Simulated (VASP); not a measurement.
Write the native input for VASP 6.6.1 that does the following.

```yaml
Task: single point
Functional: r2SCAN
Potentials_or_basis: VASP PAW PBE potentials, release 64 (Li_sv, Se)
Cutoff: 830 eV
k_mesh: 8 × 8 × 8
Occupations: fermi-dirac, width 0.02 eV
Spin: no spin polarisation
Dipole_correction: no
Further_INCAR_settings: ALGO = Normal; EDIFF = 1e-06; NBANDS = 13
```

Li2Se:

```xyz
3
Lattice="0.0000 2.9523 2.9523 2.9523 0.0000 2.9523 2.9523 2.9523 0.0000" Properties=species:S:1:pos:R:3 pbc="T T T"
Li    1.4762    1.4762    1.4762
Li    4.4285    4.4285    4.4285
Se    0.0000    0.0000    0.0000
```

The input as run:

POSCAR

```
Li2Se
1.0
    0.0000000000      2.9523335100      2.9523335100
    2.9523335100      0.0000000000      2.9523335100
    2.9523335100      2.9523335100      0.0000000000
Li Se
2 1
Direct
    0.2500000000      0.2500000000      0.2500000000
    0.7500000000      0.7500000000      0.7500000000
    0.0000000000      0.0000000000      0.0000000000
```

INCAR.step1

```
PREC = Accurate ; ENCUT = 830
ISMEAR = -1 ; SIGMA = 0.02
LREAL = F ; LASPH = T
NELM = 120 ; NBANDS = 13
GGA = PE ; ALGO = Normal
EDIFF = 1E-5 ; LWAVE = T
LCHARG = F ; GGA_COMPAT = F
```

INCAR.step2

```
PREC = Accurate ; ENCUT = 830
EDIFF = 1E-6 ; ISMEAR = -1
SIGMA = 0.02 ; LREAL = F
LASPH = T ; NELM = 120
ALGO = Normal ; ISIF = 2
LWAVE = F ; LCHARG = T
METAGGA = R2SCAN ; LMIXTAU = T
LELF = T ; LVHAR = T
NBANDS = 13 ; ISTART = 1
GGA_COMPAT = F
```

KPOINTS

```
regular mesh
0
Gamma
  8 8 8
```

Potentials or basis: VASP PAW PBE potentials, release 64 (Li_sv, Se).

Run with:

```sh
$ cat potpaw_PBE.64/Li_sv/POTCAR potpaw_PBE.64/Se/POTCAR > POTCAR
$ cp INCAR.step1 INCAR
$ mpirun -np 1 vasp_std > vasp.out
$ cp INCAR.step2 INCAR
$ mpirun -np 1 vasp_std > vasp.out
```

It gave:

```json
{
 "Pressure": "1.5 GPa",
 "Band gap on the k mesh": "3.42 eV (least direct gap 4.37 eV)"
}
```

Caveat: the PAW data sets were made with another functional, which shifts forces and pressure a little.

Wall time 100 s on 1 thread of Intel(R) Xeon(R) 6975P-C (Granite Rapids), on a shared host, peak memory 0.27 GiB.
